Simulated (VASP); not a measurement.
Write the native input for VASP 6.6.1 that does the following.

- Task: single point
- Functional: r2SCAN
- Potentials or basis: VASP PAW PBE potentials, release 64 (Bi_d, Cr_pv, F)
- Cutoff: 520 eV
- k mesh: 4 × 4 × 4
- Occupations: fermi-dirac, width 0.1 eV
- Spin: no spin polarisation
- Hubbard terms: Cr d U = 5.5 eV
- Dipole correction: no
- Further INCAR settings: ALGO = Normal; EDIFF = 1e-06; NBANDS = 44

The system is CrBiF6.

```
Bi Cr F
1.0
     2.65783    4.60349    0.00000
    -2.65783    4.60349    0.00000
     0.00000   -3.06899    4.85200
Bi Cr F
1 1 6
Direct
  0.50000 0.50000 0.50000
  0.00000 0.00000 0.00000
  0.22000 0.63000 0.77500
  0.92500 0.22000 0.77500
  0.63000 0.92500 0.77500
  0.78000 0.37000 0.22500
  0.07500 0.78000 0.22500
  0.37000 0.07500 0.22500
```

One way to write it, as run:

POSCAR

```
CrBiF6
1.0
    2.6578253400      4.6034885200      0.0000000000
   -2.6578253400      4.6034885200      0.0000000000
    0.0000000000     -3.0689926800      4.8520002600
Bi Cr F
1 1 6
Direct
    0.5000000000      0.5000000000      0.5000000000
    0.0000000000      0.0000000000      0.0000000000
    0.2200000000      0.6300000000      0.7750000000
    0.9250000000      0.2200000000      0.7750000000
    0.6300000000      0.9250000000      0.7750000000
    0.7800000000      0.3700000000      0.2250000000
    0.0750000000      0.7800000000      0.2250000000
    0.3700000000      0.0750000000      0.2250000000
```

INCAR.step1

```
  ALGO = Normal
  EDIFF = 1E-4
  ENCUT = 520
  GGA = PE
  ISMEAR = -1
  LASPH = True
  LCHARG = False
  LDAU = True
  LDAUJ = 0 0 0
  LDAUL = -1 2 -1
  LDAUTYPE = 2
  LDAUU = 0 5.5 0
  LMAXMIX = 4
  LREAL = False
  LWAVE = True
  NBANDS = 44
  NELM = 150
  PREC = Accurate
  SIGMA = 0.1
```

INCAR.step2

```
  ALGO = Normal
  EDIFF = 1E-6
  ENCUT = 520
  ISIF = 2
  ISMEAR = -1
  ISTART = 1
  LASPH = True
  LCHARG = False
  LDAU = True
  LDAUJ = 0 0 0
  LDAUL = -1 2 -1
  LDAUPRINT = 1
  LDAUTYPE = 2
  LDAUU = 0 5.5 0
  LMAXMIX = 4
  LMIXTAU = True
  LREAL = False
  LWAVE = False
  METAGGA = R2SCAN
  NBANDS = 44
  NELM = 150
  PREC = Accurate
  SIGMA = 0.1
```

KPOINTS

```
k-points
0
Gamma
  4 4 4
```

Potentials or basis: VASP PAW PBE potentials, release 64 (Bi_d, Cr_pv, F).

The run is started by

```console
$ cat potpaw_PBE.64/Bi_d/POTCAR potpaw_PBE.64/Cr_pv/POTCAR potpaw_PBE.64/F/POTCAR > POTCAR
$ cp INCAR.step1 INCAR
$ mpirun -np 1 vasp_std > vasp.out
$ cp INCAR.step2 INCAR
$ mpirun -np 1 vasp_std > vasp.out
```

It gave:

```
Pressure               : 0.6 GPa
Largest force          : 0.761 eV/Å
Band gap on the k mesh : zero (an odd number of electrons rules out a gap without spin polarisation)
```

Caveat: the PAW data sets were made with another functional, which shifts forces and pressure a little; spin-orbit coupling is left out, which moves the levels of the heavy elements; an odd number of electrons without spin polarisation forces a metal; a magnetic or distorted state may lie lower; the run has no spin polarisation, though such a crystal can be magnetic; U without spin polarisation on a metal has little footing.

It took 4.5 min on 1 thread of Intel(R) Xeon(R) Platinum 8488C (Sapphire Rapids), with other jobs on the host, peak memory 0.33 GiB.
